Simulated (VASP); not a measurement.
**NaI: single point with PBEsol**

NaI:

```
CELL_PARAMETERS angstrom
0.00000 3.23640 3.23640
3.23640 0.00000 3.23640
3.23640 3.23640 0.00000
ATOMIC_POSITIONS crystal
Na 0.00109 0.00555 0.00308
I 0.51791 0.52489 0.43008
```

| Quantity | Value |
| --- | --- |
| Program | VASP 6.6.1 |
| Task | single point |
| Functional | PBEsol |
| Potentials or basis | VASP PAW PBE potentials, release 64 (Na_pv, I) |
| Cutoff | 520 eV |
| k mesh | 4 × 4 × 4 |
| Occupations | gaussian, width 0.01 eV |
| Spin | no spin polarisation |
| Dipole correction | no |
| Further INCAR settings | ALGO = Normal; EDIFF = 1e-07; NBANDS = 14 |

```json
{"Pressure": "0.0 GPa", "Largest force": "0.240 eV/Å", "Band gap on the k mesh": "3.51 eV, direct"}
```

Forces on the atoms (eV/Å):
```
Na  -0.151 -0.161  0.092
I    0.151  0.161 -0.092
```

Stress tensor (GPa, compression positive):
```
 0.05 -0.12  0.07
-0.12  0.10  0.07
 0.07  0.07 -0.25
```

Levels at points of the mesh, in eV from the valence-band top:
```
           k point  band 4  band 5  band 6  band 7  band 8  band 9  band 10  band 11
(0.00, 0.00, 0.00)  -11.07   -0.03   -0.02    0.00    3.51    7.83     7.83     7.87
(0.50, 0.00, 0.00)  -10.75   -2.23   -0.31   -0.28    4.94    7.39     7.39     8.68
(0.00, 0.50, 0.00)  -10.75   -2.23   -0.31   -0.28    4.94    7.39     7.39     8.68
(0.00, 0.00, 0.50)  -10.75   -2.21   -0.31   -0.30    4.96    7.37     7.37     8.64
(0.50, 0.50, 0.50)  -10.75   -2.22   -0.31   -0.28    4.94    7.38     7.39     8.67
(0.50, 0.50, 0.00)  -10.67   -1.95   -0.78   -0.76    4.45    5.41     9.71    11.15
(0.00, 0.50, 0.50)  -10.67   -1.95   -0.78   -0.76    4.45    5.41     9.70    11.17
(0.50, 0.00, 0.50)  -10.67   -1.95   -0.78   -0.76    4.45    5.42     9.70    11.17
```

Wall time 13 s on 1 thread of Intel(R) Xeon(R) 6975P-C (Granite Rapids), with other jobs on the host, peak memory 0.21 GiB.

Caveat: the k points lie up to 0.42 Å⁻¹ apart; the PAW data sets were made with another functional, which shifts forces and pressure a little; spin-orbit coupling is left out, which moves the levels of the heavy elements. As with any semilocal functional, this PBEsol gap is likely too small.
